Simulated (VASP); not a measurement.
# Ti2Al6H in VASP: single point with PBE+D3(BJ)

Aim: the single point of Ti2Al6H with PBE+D3(BJ).

Everything below comes from runs of VASP 6.6.1. Logs are shortened: lines on timing, memory, paths and dates and some standing lists are left out, and cuts for length are marked.

## 1. The cell of the first run

The cell holds a slab with vacuum, 9 atoms: a = 5.024 Å, b = 5.024 Å, c = 21.219 Å, α = 90.00°, β = 90.00°, γ = 64.55°.

## 2. Single point, PBE+D3(BJ)

INCAR

```
PREC = Accurate
ENCUT = 520
EDIFF = 1E-6
ISMEAR = 0
SIGMA = 0.1
LREAL = False
LASPH = True
NELM = 100
ALGO = Normal
ISIF = 2
LWAVE = False
LCHARG = True
LDIPOL = True
IDIPOL = 3
DIPOL = 0.5 0.5 0.311
GGA = PE
IVDW = 12
LELF = True
LVHAR = True
LVACPOTAV = True
NBANDS = 32
```

KPOINTS

```
Automatic mesh
0
Gamma
  6 6 1
```

POSCAR

```
Ti2Al6H
1.0
    5.0241861190      0.0000000000      0.0000000000
    2.1588814530      4.5367033218      0.0000000000
    0.0000000000      0.0000000000     21.2187109014
Al Ti H
6 2 1
Direct
    0.5000000000      0.0000000000      0.1885128658
    0.0000000000      0.5000000000      0.1885128658
    0.0000000000      0.0000000000      0.2517328341
    0.0000000000      0.5000000000      0.3193548961
    0.5000000000      0.0000000000      0.3193548961
    0.5000000000      0.5000000000      0.3826203646
    0.5000000000      0.5000000000      0.2517328341
    0.0000000000      0.0000000000      0.3797002555
    0.5000000000      0.8333333333      0.5145793706
```

Potentials or basis: VASP PAW PBE potentials, release 64 (Al, Ti_sv, H).

Launch:

```console
> cat potpaw_PBE.64/Al/POTCAR potpaw_PBE.64/Ti_sv/POTCAR potpaw_PBE.64/H/POTCAR > POTCAR
> mpirun -np 1 vasp_std > vasp.out
```

OUTCAR:

```text
PREC = Accurate
   ENCUT = 520
   EDIFF = 1E-6
   ISMEAR = 0
   LREAL = False
   LASPH = True
   NELM = 100
   ISIF = 2
   GGA = PE
   IVDW = 12
 IVDW          = 12

 ion  position               nearest neighbor table
   1  0.500  0.000  0.189-   2 2.68   2 2.68   5 2.78   7 2.85   7 2.85   3 2.85   3 2.85
   2  0.000  0.500  0.189-   1 2.68   1 2.68   4 2.78   3 2.85   3 2.85   7 2.85   7 2.85
   3  0.000  0.000  0.252-   7 2.68   7 2.68   8 2.72   2 2.85   2 2.85   1 2.85   1 2.85   4 2.89
                             4 2.89   5 2.89   5 2.89
   4  0.000  0.500  0.319-   5 2.68   5 2.68   2 2.78   8 2.82   8 2.82   6 2.85   6 2.85   3 2.89
                             3 2.89   7 2.89   7 2.89
   5  0.500  0.000  0.319-   4 2.68   4 2.68   1 2.78   8 2.82   8 2.82   6 2.85   6 2.85   7 2.89
                             7 2.89   3 2.89   3 2.89
   6  0.500  0.500  0.383-   8 2.68   8 2.68   7 2.78   5 2.85   5 2.85   4 2.85   4 2.85
   7  0.500  0.500  0.252-   3 2.68   3 2.68   6 2.78   1 2.85   1 2.85   2 2.85   2 2.85   5 2.89
                             5 2.89   4 2.89   4 2.89
   8  0.000  0.000  0.380-   6 2.68   6 2.68   3 2.72   4 2.82   4 2.82   5 2.82   5 2.82
   9  0.500  0.833  0.515-

  LATTYP: Found a base centered orthorhombic cell.
 ALAT       =     5.3657849248
 B/A-ratio  =     1.5833231892
 C/A-ratio  =     3.9544467769

  Lattice vectors:

 A1 = (  -2.1588814530,  -4.5367033218,   0.0000000000)
 A2 = (   5.0241861190,   0.0000000000,   0.0000000000)
 A3 = (   0.0000000000,   0.0000000000,  21.2187109014)

Analysis of symmetry for initial positions (statically):
=====================================================================
 Subroutine PRICEL returns:
 Original cell was already a primitive cell.

 Routine SETGRP: Setting up the symmetry group for a
 base centered orthorhombic supercell.

 Subroutine GETGRP returns: Found  1 space group operations
 (whereof  1 operations were pure point group operations)
 out of a pool of  8 trial point group operations.

The static configuration has the point symmetry C_1 .

Analysis of symmetry for dynamics (positions and initial velocities):
=====================================================================
 Subroutine PRICEL returns:
 Original cell was already a primitive cell.

 Routine SETGRP: Setting up the symmetry group for a
 base centered orthorhombic supercell.

 Subroutine GETGRP returns: Found  1 space group operations
 (whereof  1 operations were pure point group operations)
 out of a pool of  8 trial point group operations.

The dynamic configuration has the point symmetry C_1 .

 Subroutine INISYM returns: Found  1 space group operations
 (whereof  1 operations are pure point group operations),
 and found     1 'primitive' translations

----------------------------------------------------------------------------------------

                                     Primitive cell

  volume of cell :     483.6432

  direct lattice vectors                    reciprocal lattice vectors
     5.024186119  0.000000000  0.000000000     0.199037212 -0.094715858  0.000000000
     2.158881453  4.536703322  0.000000000     0.000000000  0.220424376  0.000000000
     0.000000000  0.000000000 21.218710901     0.000000000  0.000000000  0.047128216

  length of vectors
     5.024186119  5.024186119 21.218710901     0.220424376  0.220424376  0.047128216

  position of ions in fractional coordinates (direct lattice)
     0.500000000  0.000000000  0.188512866
     1.000000000  0.500000000  0.188512866
     0.000000000  0.000000000  0.251732834
     1.000000000  0.500000000  0.319354896
     0.500000000  0.000000000  0.319354896
     0.500000000  0.500000000  0.382620365
     0.500000000  0.500000000  0.251732834
     0.000000000  0.000000000  0.379700255
     0.500000000  0.833333333  0.514579371

  ion indices of the primitive-cell ions
   primitive index   ion index
                 1           1
                 2           2
                 3           3
                 4           4
                 5           5
                 6           6
                 7           7
                 8           8
                 9           9

----------------------------------------------------------------------------------------

 KPOINTS: Automatic mesh

Automatic generation of k-mesh.
 Grid dimensions read from file:
 generate k-points for:    6    6    1

 Generating k-lattice:

  Cartesian coordinates                     Fractional coordinates (reciprocal lattice)
     0.033172869 -0.015785976  0.000000000     0.166666667 -0.000000000  0.000000000
     0.000000000  0.036737396  0.000000000     0.000000000  0.166666667  0.000000000
     0.000000000  0.000000000  0.047128216     0.000000000  0.000000000  1.000000000

  Length of vectors
     0.036737396  0.036737396  0.047128216

  Shift w.r.t. Gamma in fractional coordinates (k-lattice)
     0.000000000  0.000000000  0.000000000

 Subroutine IBZKPT returns following result:
 ===========================================

 Found     20 irreducible k-points:

 Following reciprocal coordinates:
            Coordinates               Weight
  0.000000  0.000000  0.000000      1.000000
  0.166667  0.000000  0.000000      2.000000
  0.000000 -0.166667  0.000000      2.000000
  0.333333  0.000000  0.000000      2.000000
  0.000000 -0.333333  0.000000      2.000000
  0.500000  0.000000  0.000000      1.000000
[... 12 lines left out ...]
 -0.333333  0.333333  0.000000      2.000000
  0.500000  0.500000  0.000000      1.000000
   k-points           NKPTS =     20   k-points in BZ     NKDIM =     20   number of bands    NBANDS=     32
   number of dos      NEDOS =    301   number of ions     NIONS =      9
   total plane-waves  NPLWV = 256000
   dimension x,y,z NGX =    40 NGY =   40 NGZ =  160
   dimension x,y,z NGXF=    80 NGYF=   80 NGZF=  320
   ions per type =               6   2   1
   NGX,Y,Z   is equivalent  to a cutoff of  13.24, 13.24, 12.54 a.u.
   NGXF,Y,Z  is equivalent  to a cutoff of  26.47, 26.47, 25.07 a.u.
 SYSTEM =  unknown system
   PREC   = accura    normal or accurate (medium, high low for compatibility)
   ISTART =      0    job   : 0-new  1-cont  2-samecut
   ICHARG =      2    charge: 1-file 2-atom 10-const
   ISPIN  =      1    spin polarized calculation?
   LNONCOLLINEAR =      F non collinear calculations
   LSORBIT =      F    spin-orbit coupling
   LASPH  =      T    aspherical Exc in radial PAW
   ENCUT  =  520.0 eV  38.22 Ry    6.18 a.u.   9.34  9.34 39.45*2*pi/ulx,y,z
   NELM   =    100;   NELMIN=  2; NELMDL= -5     # of ELM steps
   EDIFF  = 0.1E-05   stopping-criterion for ELM
   LREAL  =      F    real-space projection
   EDIFFG = 0.1E-04   stopping-criterion for IOM
   NSW    =      0    number of steps for IOM
   IBRION =     -1    ionic relax: 0-MD 1-quasi-New 2-CG
   NFREE  =      0    steps in history (QN), initial steepest desc. (CG)
   ISIF   =      2    stress and relaxation
   ISYM   =      2    0-nonsym 1-usesym 2-fastsym
   POTIM  = 0.5000    time-step for ionic-motion
   TEBEG  =    0.0;   TEEND  =   0.0 temperature during run
   PSTRESS=    0.0 pullay stress
   NELECT =      43.0000    total number of electrons
   NUPDOWN=      -1.0000    fix difference up-down
   EMIN   =  10.00;   EMAX   =-10.00  energy-range for DOS
   EFERMI =   0.00;   METHOD = LEGACY
   ISMEAR =     0;   SIGMA  =   0.10  broadening in eV -4-tet -1-fermi 0-gaus
   EFERMI_NEDOS =   21; number of points for ismear=-14 and -15
   IALGO  =     38    algorithm
   IMIX   =      4    mixing-type and parameters
     AMIX     =   0.40;   BMIX     =  1.00
     AMIX_MAG =   1.60;   BMIX_MAG =  1.00
  volume/ion in A,a.u.               =      53.74       362.64
  Fermi-wavevector in a.u.,A,eV,Ry     =   0.730672  1.380770  7.263905  0.533882
  Thomas-Fermi vector in A             =   1.822700
   LORBIT       =      0    0 simple, 1 ext, 2 COOP (PROOUT), +10 PAW based schemes
   GGA     = PE    functional components
   LHFCALC =     F    Hartree Fock is set to
   AEXX    =    0.0000 exact exchange contribution
   IVDW    =    12    specifies the selected vdW correction
   LEPSILON=     F    determine dielectric tensor
   LRPA    =     F    only Hartree local field effects (RPA)
 non-spin polarized calculation
 Gauss-broadening in eV      SIGMA  =   0.10
  energy-cutoff  :      520.00
  volume of cell :      483.64
 maximum number of plane-waves:     13072
 NGX is ok and might be reduce to    40
   NGX = 19   NGY = 19   NGZ = 79

 dipolmoment           0.000000      0.000000     -0.109196 electrons x Angstroem

 number of electron      43.0000009 magnetization

 dipolmoment           0.000000      0.000000      0.231686 electrons x Angstroem

 Free energy of the ion-electron system (eV)
  ---------------------------------------------------
  ext. energy  EPLUGINS =         0.00000000
  ---------------------------------------------------
  free energy    TOTEN  =       -37.17651186 eV

  energy without entropy =      -37.14477373  energy(sigma->0) =      -37.16064279

 E-fermi :  -1.4174     XC(G=0):  -4.0624

 val. band max:       -1.4232728615   @ k =   0.1667   0.1667   0.0000
 cond. band min:      -1.3986032561   @ k =  -0.1667  -0.3333   0.0000
 fundamental gap:      0.0246696055
 Fermi energy:        -1.4173894000

 k-point     1 :       0.0000    0.0000    0.0000
  band No.  band energies     occupation
      1     -58.4132      2.00000
      2     -58.0216      2.00000
      3     -34.8355      2.00000
      4     -34.6866      2.00000
      5     -34.5527      2.00000
      6     -34.4350      2.00000
[... 24 lines left out ...]
     31       1.1656      0.00000
     32       1.4161      0.00000
[... 634 lines left out ...]
      2     -58.0216      2.00000
      3     -34.8353      2.00000
      4     -34.6877      2.00000
      5     -34.5531      2.00000
      6     -34.4348      2.00000
[... 24 lines left out ...]
     31       1.8152      0.00000
     32       1.9467      0.00000

------------------------ aborting loop because EDIFF is reached ----------------------------------------

 Edisp (eV)   -2.03124

 E8    (eV) :    -0.9664

  FORCE on cell =-STRESS in cart. coord.  units (eV):
  Direction    XX          YY          ZZ          XY          YZ          ZX
  --------------------------------------------------------------------------------------
  -------------------------------------------------------------------------------------
  Total      -5.06243    -3.00276    -4.30894    -1.88076    -0.38612    -0.64048
  in kB     -16.77044    -9.94731   -14.27434    -6.23044    -1.27910    -2.12172
  external pressure =      -13.66 kB  Pullay stress =        0.00 kB

 VOLUME and BASIS-vectors are now :
 -----------------------------------------------------------------------------
  energy-cutoff  :      520.00
  volume of cell :      483.64
      direct lattice vectors                 reciprocal lattice vectors
     5.024186119  0.000000000  0.000000000     0.199037212 -0.094715858  0.000000000
     2.158881453  4.536703322  0.000000000     0.000000000  0.220424376  0.000000000
     0.000000000  0.000000000 21.218710901     0.000000000  0.000000000  0.047128216

 POSITION                                       TOTAL-FORCE (eV/Angst)
 -----------------------------------------------------------------------------------
      2.51209      0.00000      4.00000         0.007070     -0.065880      0.508333
      1.07944      2.26835      4.00000        -0.050057      0.022705      0.530305
      0.00000      0.00000      5.34145        -0.016438      0.016446     -0.562587
      1.07944      2.26835      6.77630         0.055963     -0.009191      0.044079
      2.51209      0.00000      6.77630         0.003805      0.027799     -0.121956
      3.59153      2.26835      8.11871         0.041276      0.104266      0.351472
      3.59153      2.26835      5.34145         0.041162      0.068101     -0.425066
      0.00000      0.00000      8.05675         0.152669     -0.054412      0.678145
      4.31116      3.78059     10.91871        -0.235451     -0.109834     -1.002725
 -----------------------------------------------------------------------------------
    total drift:                                0.000006      0.000051     -0.000291

  FREE ENERGIE OF THE ION-ELECTRON SYSTEM (eV)
  ---------------------------------------------------
  free  energy   TOTEN  =       -39.2077567744 eV

  energy  without entropy=      -39.1760186402  energy(sigma->0) =      -39.19188771

 vacuum level on the upper side and lower side of the slab         4.606         2.767
```

Wall time 6.5 min (1 thread of Intel Xeon 6975P-C (Granite Rapids), shared host); peak memory 0.69 GiB.

What came out:

| Item | Value |
| --- | --- |
| Free energy | -39.2078 eV |
| Largest force | 1.036 eV/Å |
| Dispersion energy per atom | -0.226 eV |

Forces in eV/Å, atoms in the order of the input:
```
Al   0.007 -0.066  0.508
Al  -0.050  0.023  0.530
Al  -0.016  0.016 -0.563
Al   0.056 -0.009  0.044
Al   0.004  0.028 -0.122
Al   0.041  0.104  0.351
Ti   0.041  0.068 -0.425
Ti   0.153 -0.054  0.678
H   -0.235 -0.110 -1.003
```
